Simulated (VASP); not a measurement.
# TiB2 (P6/mmm) in VASP: single point with PBEsol

Aim: the single point of TiB2 with PBEsol.

All numbers are computed with VASP 6.6.1; they aren't measurements. Logs are shortened: lines on timing, memory, paths and dates and some standing lists are left out, and cuts for length are marked.

**1. The cell of the first run**

Symmetry: P6/mmm, No. 191, hexagonal system. The conventional cell has a = 3.029 Å, b = 3.029 Å, c = 3.228 Å, α = 90.00°, β = 90.00°, γ = 120.00°. Within 3.1 Å of Ti (site symmetry 6/mmm) lie 12 B at 2.38 Å and 6 Ti at 3.03 Å. Within 2.3 Å of B (site symmetry -6m2) lie 3 B at 1.75 Å.

**2. Single point, PBEsol**

Input file INCAR:

```
PREC     = Accurate       # precision mode
ENCUT    = 520            # plane-wave cutoff, eV
EDIFF    = 1E-7           # SCF threshold, eV
ISMEAR   = 1              # smearing method
SIGMA    = 0.05           # smearing width, eV
LREAL    = False          # projectors in reciprocal space
LASPH    = True           # aspherical terms in the spheres
NELM     = 60             # most SCF steps
ALGO     = Normal         # electronic algorithm
ISIF     = 2              # what is computed and relaxed
LWAVE    = False          # write WAVECAR
LCHARG   = True           # write CHGCAR
GGA      = PS             # functional
LELF     = True           # ELF
LVHAR    = True         
NBANDS   = 16             # bands
```

Input file KPOINTS:

```
regular mesh
0
Gamma
  11 11 9
```

Input file POSCAR:

```
TiB2
1.0
    3.0292000000      0.0000000000      0.0000000000
   -1.5146000000      2.6233641500      0.0000000000
    0.0000000000      0.0000000000      3.2284000000
Ti B
1 2
Direct
    0.0000000000      0.0000000000      0.0000000000
    0.3333333333      0.6666666667      0.5000000000
    0.6666666667      0.3333333333      0.5000000000
```

Potentials or basis: VASP PAW PBE potentials, release 64 (Ti_sv, B).

Command:

```sh
> cat potpaw_PBE.64/Ti_sv/POTCAR potpaw_PBE.64/B/POTCAR > POTCAR
> mpirun -np 1 vasp_std > vasp.out
```

OUTCAR:

```text
PREC = Accurate
   ENCUT = 520
   EDIFF = 1E-7
   ISMEAR = 1
   LREAL = False
   LASPH = True
   NELM = 60
   ISIF = 2
   GGA = PS

 ion  position               nearest neighbor table
   1  0.000  0.000  0.000-   2 2.38   2 2.38   3 2.38   3 2.38   2 2.38   3 2.38   2 2.38   3 2.38
                             3 2.38   3 2.38   2 2.38   2 2.38
   2  0.333  0.667  0.500-   3 1.75   3 1.75   3 1.75   1 2.38   1 2.38   1 2.38   1 2.38   1 2.38
                             1 2.38
   3  0.667  0.333  0.500-   2 1.75   2 1.75   2 1.75   1 2.38   1 2.38   1 2.38   1 2.38   1 2.38
                             1 2.38

  LATTYP: Found a hexagonal cell.
 ALAT       =     3.0292000000
 C/A-ratio  =     1.0657599366

  Lattice vectors:

 A1 = (   3.0292000000,   0.0000000000,   0.0000000000)
 A2 = (  -1.5146000000,   2.6233641500,   0.0000000000)
 A3 = (   0.0000000000,   0.0000000000,   3.2284000000)

Analysis of symmetry for initial positions (statically):
=====================================================================
 Subroutine PRICEL returns:
 Original cell was already a primitive cell.

 Routine SETGRP: Setting up the symmetry group for a
 hexagonal supercell.

 Subroutine GETGRP returns: Found 24 space group operations
 (whereof 24 operations were pure point group operations)
 out of a pool of 24 trial point group operations.

The static configuration has the point symmetry D_6h.

Analysis of symmetry for dynamics (positions and initial velocities):
=====================================================================
 Subroutine PRICEL returns:
 Original cell was already a primitive cell.

 Routine SETGRP: Setting up the symmetry group for a
 hexagonal supercell.

 Subroutine GETGRP returns: Found 24 space group operations
 (whereof 24 operations were pure point group operations)
 out of a pool of 24 trial point group operations.

The dynamic configuration has the point symmetry D_6h.

 Subroutine INISYM returns: Found 24 space group operations
 (whereof 24 operations are pure point group operations),
 and found     1 'primitive' translations

----------------------------------------------------------------------------------------

                                     Primitive cell

  volume of cell :      25.6551

  direct lattice vectors                    reciprocal lattice vectors
     3.029200000  0.000000000  0.000000000     0.330120164  0.190594966  0.000000000
[... 85 lines left out ...]
   LASPH  =      T    aspherical Exc in radial PAW
   ENCUT  =  520.0 eV  38.22 Ry    6.18 a.u.   5.63  5.63  6.00*2*pi/ulx,y,z
   NELM   =     60;   NELMIN=  2; NELMDL= -5     # of ELM steps
   EDIFF  = 0.1E-06   stopping-criterion for ELM
   LREAL  =      F    real-space projection
   EDIFFG = 0.1E-05   stopping-criterion for IOM
   NSW    =      0    number of steps for IOM
   IBRION =     -1    ionic relax: 0-MD 1-quasi-New 2-CG
   NFREE  =      0    steps in history (QN), initial steepest desc. (CG)
   ISIF   =      2    stress and relaxation
   ISYM   =      2    0-nonsym 1-usesym 2-fastsym
   POTIM  = 0.5000    time-step for ionic-motion
   TEBEG  =    0.0;   TEEND  =   0.0 temperature during run
   PSTRESS=    0.0 pullay stress
   NELECT =      18.0000    total number of electrons
   NUPDOWN=      -1.0000    fix difference up-down
   EMIN   =  10.00;   EMAX   =-10.00  energy-range for DOS
   EFERMI =   0.00;   METHOD = LEGACY
   ISMEAR =     1;   SIGMA  =   0.05  broadening in eV -4-tet -1-fermi 0-gaus
   EFERMI_NEDOS =   21; number of points for ismear=-14 and -15
   IALGO  =     38    algorithm
   IMIX   =      4    mixing-type and parameters
     AMIX     =   0.40;   BMIX     =  1.00
     AMIX_MAG =   1.60;   BMIX_MAG =  1.00
  volume/ion in A,a.u.               =       8.55        57.71
  Fermi-wavevector in a.u.,A,eV,Ry     =   1.454703  2.748990 28.792122  2.116161
  Thomas-Fermi vector in A             =   2.571823
   LORBIT       =      0    0 simple, 1 ext, 2 COOP (PROOUT), +10 PAW based schemes
   GGA     = PS    functional components
   LHFCALC =     F    Hartree Fock is set to
   AEXX    =    0.0000 exact exchange contribution
   IVDW    =     0    specifies the selected vdW correction
   LEPSILON=     F    determine dielectric tensor
   LRPA    =     F    only Hartree local field effects (RPA)
 non-spin polarized calculation
 Methfessel and Paxton  Order N= 1 SIGMA  =   0.05
  energy-cutoff  :      520.00
  volume of cell :       25.66
 maximum number of plane-waves:       721
 NGX is ok and might be reduce to    24
   NGX = 11   NGY = 11   NGZ = 13

 number of electron      18.0000002 magnetization

 Free energy of the ion-electron system (eV)
  ---------------------------------------------------
  ext. energy  EPLUGINS =         0.00000000
  ---------------------------------------------------
  free energy    TOTEN  =       -25.78301524 eV

  energy without entropy =      -25.78284342  energy(sigma->0) =      -25.78295796

 E-fermi :   9.8772     XC(G=0): -12.8721

 val. band max:        9.8572841187   @ k =   0.1818   0.1818   0.1111
 cond. band min:       9.8839453989   @ k =   0.0909   0.0000   0.3333
 fundamental gap:      0.0266612802
 Fermi energy:         9.8772226223

 k-point     1 :       0.0000    0.0000    0.0000
  band No.  band energies     occupation
      1     -46.7989      2.00000
      2     -23.2552      2.00000
      3     -22.9388      2.00000
      4     -22.9388      2.00000
      5      -3.5614      2.00000
      6       7.3132      2.00000
[... 433 lines left out ...]
      3     -23.1262      2.00000
      4     -22.9888      2.00000
      5      -2.3504      2.00000
      6       5.0318      2.00000
[... 8 lines left out ...]
     15      17.7950      0.00000
     16      18.9286      0.00000

 [... further k-points ...]
[... 5 lines left out ...]
  --------------------------------------------------------------------------------------
  -------------------------------------------------------------------------------------
  Total       -0.6176720     -0.6176720     -1.0722679      0.0000000      0.0000000     -0.0000000
  in kB      -38.5739969    -38.5739968    -66.9637907      0.0000000      0.0000000     -0.0000000
  external PRESSURE =     -48.0372615 kB  Pullay stress =       0.0000000 kB

 VOLUME and BASIS-vectors are now :
 -----------------------------------------------------------------------------
  energy-cutoff  :      520.00
  volume of cell :       25.66
      direct lattice vectors                 reciprocal lattice vectors
     3.029200000  0.000000000  0.000000000     0.330120164  0.190594966  0.000000000
    -1.514600000  2.623364150  0.000000000     0.000000000  0.381189931  0.000000000
     0.000000000  0.000000000  3.228400000     0.000000000  0.000000000  0.309750960

 POSITION                                       TOTAL-FORCE (eV/Angst)
 -----------------------------------------------------------------------------------
      0.00000      0.00000      0.00000        -0.000000      0.000000      0.000000
     -0.00000      1.74891      1.61420        -0.000000      0.000000      0.000000
      1.51460      0.87445      1.61420         0.000000      0.000000      0.000000
 -----------------------------------------------------------------------------------
    total drift:                               -0.000000      0.000000      0.000000

  FREE ENERGIE OF THE ION-ELECTRON SYSTEM (eV)
  ---------------------------------------------------
  free  energy   TOTEN  =       -25.7830152367 eV

  energy  without entropy=      -25.7828434205  energy(sigma->0) =      -25.78295796
```

stdout:

```text
POSCAR found type information on POSCAR TiB
 POSCAR found :  2 types and       3 ions
 scaLAPACK will be used
 -----------------------------------------------------------------------------
|                                                                             |
|                                                                             |
|     You enforced a specific xc type in the INCAR file but a different       |
|     I HOPE YOU KNOW WHAT YOU ARE DOING!                                     |
|                                                                             |
 -----------------------------------------------------------------------------

 LDA part: xc-table for (Slater+PW92), standard interpolation
 POSCAR, INCAR and KPOINTS ok, starting setup
 FFT: planning ... GRIDC
 FFT: planning ... GRID_SOFT
 FFT: planning ... GRID
 WAVECAR not read
 entering main loop
```

Run time: 29 s. Hardware: 1 thread of AMD EPYC 7R13 (Zen 3), shared host; peak memory 0.13 GiB.

Results:

| Property | Result |
| --- | --- |
| Free energy | -25.7830 eV |
| Pressure | -4.8 GPa |
| Band gap on the k mesh | zero (band 9 reaches 10.08 eV, above the bottom of band 10 at 9.64 eV) |

Stress tensor (GPa, compression positive):
```
-3.86  0.00  0.00
 0.00 -3.86  0.00
 0.00  0.00 -6.70
```

Caveat: the PAW data sets were made with another functional, which shifts forces and pressure a little.
